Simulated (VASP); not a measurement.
The system is Cu.

```xyz
1
Lattice="0.0000 2.2591 2.2591 2.2591 0.0000 2.2591 2.2591 2.2591 0.0000" Properties=species:S:1:pos:R:3 pbc="T T T"
Cu    0.0000    0.0000    0.0000
```

| Property | Result |
| --- | --- |
| Program | VASP 6.6.1 |
| Task | relaxation of cell and atoms |
| Functional | PBE |
| Potentials or basis | VASP PAW PBE potentials, release 64 (Cu) |
| Cutoff | 600 eV |
| k mesh | 8 × 8 × 8 |
| Occupations | gaussian, width 0.1 eV |
| Spin | no spin polarisation |

At the start: pressure -16.8 GPa; volume 23.06 Å³/atom.

Problem. How do energy, volume and symmetry change on relaxing?

Solution. Over 11 steps the energy falls by 1131.1 meV/atom and the volume is 12.07 Å³/atom (-47.6 %); space group Fm-3m (No. 225, to 0.05 Å).

The path:
| step | energy change (eV) | largest force (eV/Å) | pressure (GPa) | volume (Å³) |
| --- | --- | --- | --- | --- |
| 1 | 0.0000 | 0.0000 | -16.81 | 23.06 |
| 2 | -0.8368 | 0.0000 | -18.56 | 15.89 |
| 3 | 27.7751 | 0.0000 | 3495.01 | 3.49 |
| 4 | -0.8874 | 0.0000 | -18.07 | 15.45 |
| 5 | -0.5443 | 0.0000 | 81.93 | 9.02 |
| 6 | -1.0772 | 0.0000 | -11.15 | 13.45 |
| 7 | -1.1258 | 0.0000 | 4.68 | 11.70 |
| 8 | -1.1309 | 0.0000 | -0.84 | 12.15 |
| 9 | -1.1308 | 0.0000 | 1.13 | 11.98 |
| 10 | -1.1309 | 0.0000 | -0.78 | 12.15 |
| 11 | -1.1311 | 0.0000 | 0.03 | 12.07 |

Final structure:
```
Cu
1.0
     0.00000    1.82088    1.82088
     1.82088    0.00000    1.82088
     1.82088    1.82088    0.00000
Cu
1
Direct
  0.00000 0.00000 0.00000
```

Caveat: the volume moved by over 15 % at a fixed basis, so the end points are rough.
